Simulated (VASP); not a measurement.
# Rh (Fm-3m) in VASP: single point with PBEsol

Aim: the single point of Rh with PBEsol.

Program: VASP 6.6.1. These are calculated values, not measurements. Logs are shortened: lines on timing, memory, paths and dates and some standing lists are left out, and cuts for length are marked.

## 1. The cell of the first run

The structure is cubic, space group Fm-3m (No. 225). Conventional cell: a = 3.781 Å, b = 3.781 Å, c = 3.781 Å, α = 90.00°, β = 90.00°, γ = 90.00°. Within 3.5 Å of Rh (site symmetry m-3m) lie 12 Rh at 2.67 Å.

## 2. Single point, PBEsol

The input, INCAR:

```
ALGO = Fast ; EDIFF = 1E-6
ENCUT = 520 ; GGA = PS
ISIF = 2 ; ISMEAR = 0
LASPH = True ; LCHARG = False
LREAL = False ; LWAVE = False
NBANDS = 14 ; NELM = 100
PREC = Accurate ; SIGMA = 0.15
```

The input, KPOINTS:

```
k-points
0
Gamma
  16 16 16
```

The input, POSCAR:

```
Rh
1.0
    0.0000278940      1.8903221207      1.8902740648
    1.8902336009      0.0000229639      1.8902790634
    1.8902572228      1.8903508310     -0.0000007269
Rh
1
Direct
    0.0000000000      0.0000000000      0.0000000000
```

Potentials or basis: VASP PAW PBE potentials, release 64 (Rh_pv).

The run is started by

```console
$ cat potpaw_PBE.64/Rh_pv/POTCAR > POTCAR
$ mpirun -np 1 vasp_std > vasp.out
```

OUTCAR:

```text
EDIFF = 1E-6
   ENCUT = 520
   GGA = PS
   ISIF = 2
   ISMEAR = 0
   LASPH = True
   LREAL = False
   NELM = 100
   PREC = Accurate

 ion  position               nearest neighbor table
   1  0.000  0.000  0.000-

  LATTYP: Found a base centered monoclinic cell.
 ALAT       =     3.7804629301
 B/A-ratio  =     1.0000240513
 C/A-ratio  =     0.7071146248
 COS(beta)  =    -0.7070796365

  Lattice vectors:

 A1 = (   1.8902336009,   0.0000229639,   1.8902790634)
 A2 = (   1.8902293288,   0.0000287103,  -1.8902747917)
 A3 = (  -1.8902057069,   1.8902991568,  -0.0000049986)

Analysis of symmetry for initial positions (statically):
=====================================================================
 Subroutine PRICEL returns:
 Original cell was already a primitive cell.

 Routine SETGRP: Setting up the symmetry group for a
 base centered monoclinic supercell.

 Subroutine GETGRP returns: Found  4 space group operations
 (whereof  4 operations were pure point group operations)
 out of a pool of  4 trial point group operations.

The static configuration has the point symmetry C_2h.

Analysis of symmetry for dynamics (positions and initial velocities):
=====================================================================
 Subroutine PRICEL returns:
 Original cell was already a primitive cell.

 Routine SETGRP: Setting up the symmetry group for a
 base centered monoclinic supercell.

 Subroutine GETGRP returns: Found  4 space group operations
 (whereof  4 operations were pure point group operations)
 out of a pool of  4 trial point group operations.

The dynamic configuration has the point symmetry C_2h.

 Subroutine INISYM returns: Found  4 space group operations
 (whereof  4 operations are pure point group operations),
 and found     1 'primitive' translations

----------------------------------------------------------------------------------------

                                     Primitive cell

  volume of cell :      13.5085

  direct lattice vectors                    reciprocal lattice vectors
     0.000027894  1.890322121  1.890274065    -0.264521784  0.264508787  0.264512209
     1.890233601  0.000022964  1.890279063     0.264521186 -0.264507986  0.264510807
     1.890257223  1.890350831 -0.000000727     0.264514553  0.264500777 -0.264511405

  length of vectors
     2.673285200  2.673226142  2.673293593     0.458152137  0.458150520  0.458142874

  position of ions in fractional coordinates (direct lattice)
     0.000000000  0.000000000  0.000000000

  ion indices of the primitive-cell ions
   primitive index   ion index
                 1           1

----------------------------------------------------------------------------------------

 KPOINTS: k-points

Automatic generation of k-mesh.
 Grid dimensions read from file:
 generate k-points for:   16   16   16

 Generating k-lattice:

  Cartesian coordinates                     Fractional coordinates (reciprocal lattice)
    -0.016532611  0.016531799  0.016532013     0.062500000 -0.000000000 -0.000000000
     0.016532574 -0.016531749  0.016531925    -0.000000000  0.062500000 -0.000000000
     0.016532160  0.016531299 -0.016531963     0.000000000  0.000000000  0.062500000

  Length of vectors
     0.028634509  0.028634408  0.028633930

  Shift w.r.t. Gamma in fractional coordinates (k-lattice)
     0.000000000  0.000000000  0.000000000

 Subroutine IBZKPT returns following result:
 ===========================================

 Found   1098 irreducible k-points:

 Following reciprocal coordinates:
            Coordinates               Weight
  0.000000  0.000000  0.000000      1.000000
  0.062500  0.000000 -0.000000      4.000000
  0.125000  0.000000 -0.000000      4.000000
  0.187500  0.000000 -0.000000      4.000000
  0.250000  0.000000 -0.000000      4.000000
  0.312500  0.000000  0.000000      4.000000
[... 16 lines left out ...]
 -0.125000  0.062500 -0.000000      4.000000
 -0.062500  0.062500  0.000000      2.000000
 [... further k-points ...]
   k-points           NKPTS =   1098   k-points in BZ     NKDIM =   1098   number of bands    NBANDS=     14
   number of dos      NEDOS =    301   number of ions     NIONS =      1
   total plane-waves  NPLWV =   8000
   dimension x,y,z NGX =    20 NGY =   20 NGZ =   20
   dimension x,y,z NGXF=    40 NGYF=   40 NGZF=   40
   ions per type =               1
   NGX,Y,Z   is equivalent  to a cutoff of  12.44, 12.44, 12.44 a.u.
   NGXF,Y,Z  is equivalent  to a cutoff of  24.88, 24.88, 24.88 a.u.
 SYSTEM =  unknown system
   PREC   = accura    normal or accurate (medium, high low for compatibility)
   ISTART =      0    job   : 0-new  1-cont  2-samecut
   ICHARG =      2    charge: 1-file 2-atom 10-const
   ISPIN  =      1    spin polarized calculation?
   LNONCOLLINEAR =      F non collinear calculations
   LSORBIT =      F    spin-orbit coupling
   LASPH  =      T    aspherical Exc in radial PAW
   ENCUT  =  520.0 eV  38.22 Ry    6.18 a.u.   4.97  4.97  4.97*2*pi/ulx,y,z
   NELM   =    100;   NELMIN=  2; NELMDL= -5     # of ELM steps
   EDIFF  = 0.1E-05   stopping-criterion for ELM
   LREAL  =      F    real-space projection
   EDIFFG = 0.1E-04   stopping-criterion for IOM
   NSW    =      0    number of steps for IOM
   IBRION =     -1    ionic relax: 0-MD 1-quasi-New 2-CG
   NFREE  =      0    steps in history (QN), initial steepest desc. (CG)
   ISIF   =      2    stress and relaxation
   ISYM   =      2    0-nonsym 1-usesym 2-fastsym
   POTIM  = 0.5000    time-step for ionic-motion
   TEBEG  =    0.0;   TEEND  =   0.0 temperature during run
   PSTRESS=    0.0 pullay stress
   NELECT =      15.0000    total number of electrons
   NUPDOWN=      -1.0000    fix difference up-down
   EMIN   =  10.00;   EMAX   =-10.00  energy-range for DOS
   EFERMI =   0.00;   METHOD = LEGACY
   ISMEAR =     0;   SIGMA  =   0.15  broadening in eV -4-tet -1-fermi 0-gaus
   EFERMI_NEDOS =   21; number of points for ismear=-14 and -15
   IALGO  =     68    algorithm
   IMIX   =      4    mixing-type and parameters
     AMIX     =   0.40;   BMIX     =  1.00
     AMIX_MAG =   1.60;   BMIX_MAG =  1.00
  volume/ion in A,a.u.               =      13.51        91.16
  Fermi-wavevector in a.u.,A,eV,Ry     =   1.695260  3.203577 39.101866  2.873906
  Thomas-Fermi vector in A             =   2.776336
   LORBIT       =      0    0 simple, 1 ext, 2 COOP (PROOUT), +10 PAW based schemes
   GGA     = PS    functional components
   LHFCALC =     F    Hartree Fock is set to
   AEXX    =    0.0000 exact exchange contribution
   IVDW    =     0    specifies the selected vdW correction
   LEPSILON=     F    determine dielectric tensor
   LRPA    =     F    only Hartree local field effects (RPA)
 non-spin polarized calculation
 RMM-DIIS sequential band-by-band and
 Gauss-broadening in eV      SIGMA  =   0.15
  energy-cutoff  :      520.00
  volume of cell :       13.51
 maximum number of plane-waves:       380
   NGX =  9   NGY =  9   NGZ =  9

 number of electron      15.0000002 magnetization

 Free energy of the ion-electron system (eV)
  ---------------------------------------------------
  ext. energy  EPLUGINS =         0.00000000
  ---------------------------------------------------
  free energy    TOTEN  =        -8.14483842 eV

  energy without entropy =       -8.12880545  energy(sigma->0) =       -8.13682194

 E-fermi :  12.0775     XC(G=0): -14.3317

 val. band max:       12.0708217859   @ k =  -0.3750   0.0000   0.2500
 cond. band min:      12.0778273329   @ k =  -0.1875   0.0000   0.1250
 fundamental gap:      0.0070055470
 Fermi energy:        12.0775250602

 k-point     1 :       0.0000    0.0000    0.0000
  band No.  band energies     occupation
      1     -34.2803      2.00000
      2     -34.2803      2.00000
      3     -34.2803      2.00000
      4       3.8961      2.00000
      5       8.9015      2.00000
      6       8.9018      2.00000
      7       8.9021      2.00000
      8      11.0742      2.00000
      9      11.0748      2.00000
     10      28.0005      0.00000
     11      32.4016      0.00000
     12      33.5516      0.00000
     13      33.5525      0.00000
     14      33.5534      0.00000

 k-point     2 :       0.0625    0.0000   -0.0000
  band No.  band energies     occupation
      1     -34.3112      2.00000
      2     -34.2844      2.00000
      3     -34.2844      2.00000
      4       4.0565      2.00000
      5       8.8295      2.00000
      6       8.9648      2.00000
      7       8.9652      2.00000
      8      11.0382      2.00000
      9      11.0387      2.00000
     10      28.2377      0.00000
     11      32.3957      0.00000
     12      32.6962      0.00000
     13      33.7898      0.00000
     14      33.7908      0.00000

 k-point     3 :       0.1250    0.0000   -0.0000
  band No.  band energies     occupation
      1     -34.3988      2.00000
      2     -34.2962      2.00000
      3     -34.2962      2.00000
      4       4.5099      2.00000
      5       8.6584      2.00000
      6       9.1229      2.00000
      7       9.1233      2.00000
      8      10.9693      2.00000
      9      10.9698      2.00000
     10      28.8523      0.00000
     11      30.9886      0.00000
     12      32.4048      0.00000
     13      34.4746      0.00000
     14      34.4757      0.00000

 k-point     4 :       0.1875    0.0000   -0.0000
  band No.  band energies     occupation
      1     -34.5283      2.00000
      2     -34.3138      2.00000
      3     -34.3138      2.00000
      4       5.1489      2.00000
      5       8.5378      2.00000
      6       9.2704      2.00000
      7       9.2708      2.00000
      8      10.9889      2.00000
      9      10.9892      2.00000
     10      29.0958      0.00000
     11      29.5713      0.00000
     12      32.4034      0.00000
     13      35.5149      0.00000
     14      35.5159      0.00000

 k-point     5 :       0.2500    0.0000   -0.0000
  band No.  band energies     occupation
      1     -34.6791      2.00000
      2     -34.3345      2.00000
      3     -34.3345      2.00000
      4       5.7157      2.00000
      5       8.7587      2.00000
      6       9.2763      2.00000
      7       9.2768      2.00000
      8      11.2346      2.00000
      9      11.2348      2.00000
     10      27.2517      0.00000
     11      29.6627      0.00000
[... 276 lines left out ...]
 k-point    22 :      -0.1875    0.0625    0.0000
  band No.  band energies     occupation
      1     -34.5837      2.00000
      2     -34.3498      2.00000
      3     -34.3124      2.00000
      4       5.4964      2.00000
      5       8.4080      2.00000
      6       9.3349      2.00000
      7       9.3828      2.00000
      8      10.7050      2.00000
      9      11.4167      2.00000
     10      28.5813      0.00000
     11      29.8165      0.00000
     12      32.4033      0.00000
     13      34.6143      0.00000
     14      36.7941      0.00000

 k-point    23 :      -0.1250    0.0625   -0.0000
  band No.  band energies     occupation
      1     -34.4506      2.00000
      2     -34.3256      2.00000
      3     -34.2959      2.00000
      4       4.8433      2.00000
      5       8.4947      2.00000
      6       9.2369      2.00000
      7       9.2686      2.00000
      8      10.7141      2.00000
      9      11.1792      2.00000
     10      29.2607      0.00000
     11      30.3619      0.00000
     12      32.4041      0.00000
     13      33.9350      0.00000
     14      35.4638      0.00000

 k-point    24 :      -0.0625    0.0625    0.0000
  band No.  band energies     occupation
      1     -34.3545      2.00000
      2     -34.3027      2.00000
      3     -34.2860      2.00000
      4       4.3160      2.00000
      5       8.6942      2.00000
      6       9.0518      2.00000
      7       9.1012      2.00000
      8      10.8794      2.00000
      9      11.0996      2.00000
     10      28.6075      0.00000
     11      31.8547      0.00000
     12      32.4084      0.00000
     13      33.6255      0.00000
     14      34.4286      0.00000

 [... further k-points ...]
[... 5 lines left out ...]
  --------------------------------------------------------------------------------------
  -------------------------------------------------------------------------------------
  Total       -0.0142919     -0.0153521     -0.0148267     -0.0004596      0.0000000     -0.0000000
  in kB       -1.6950981     -1.8208358     -1.7585288     -0.0545131      0.0000054     -0.0000038
  external PRESSURE =      -1.7581543 kB  Pullay stress =       0.0000000 kB

 VOLUME and BASIS-vectors are now :
 -----------------------------------------------------------------------------
  energy-cutoff  :      520.00
  volume of cell :       13.51
      direct lattice vectors                 reciprocal lattice vectors
     0.000027894  1.890322121  1.890274065    -0.264521784  0.264508787  0.264512209
     1.890233601  0.000022964  1.890279063     0.264521186 -0.264507986  0.264510807
     1.890257223  1.890350831 -0.000000727     0.264514553  0.264500777 -0.264511405

 POSITION                                       TOTAL-FORCE (eV/Angst)
 -----------------------------------------------------------------------------------
      0.00000      0.00000      0.00000         0.000000      0.000000      0.000000
 -----------------------------------------------------------------------------------
    total drift:                                0.000000      0.000000      0.000000

  FREE ENERGIE OF THE ION-ELECTRON SYSTEM (eV)
  ---------------------------------------------------
  free  energy   TOTEN  =        -8.1448384226 eV

  energy  without entropy=       -8.1288054482  energy(sigma->0) =       -8.13682194
```

It took 2.1 min on 1 thread of Intel Xeon Platinum 8375C at 2.90GHz (Ice Lake), shared host; peak memory 0.28 GiB.

What came out:

```
Free energy            : -8.1448 eV
Pressure               : -0.2 GPa
Band gap on the k mesh : zero (an odd number of electrons rules out a gap without spin polarisation)
```

Levels at points of the mesh, in eV from the Fermi level:
```csv
k point,band 5,band 6,band 7,band 8,band 9,band 10
"(0.00, 0.00, 0.00)",-3.18,-3.18,-3.18,-1.00,-1.00,15.92
"(0.50, 0.00, 0.00)",-3.25,-3.25,0.60,0.60,0.64,8.78
"(0.50, 0.50, 0.00)",-6.13,0.58,1.03,1.03,3.20,12.46
"(0.00, 0.00, 0.50)",-3.25,-3.25,0.60,0.60,0.64,8.78
"(0.50, 0.00, 0.50)",-6.13,0.58,1.03,1.03,3.20,12.46
"(0.00, 0.50, 0.50)",-6.13,0.58,1.03,1.03,3.21,12.46
```

Caveat: the PAW data sets were made with another functional, which shifts forces and pressure a little.
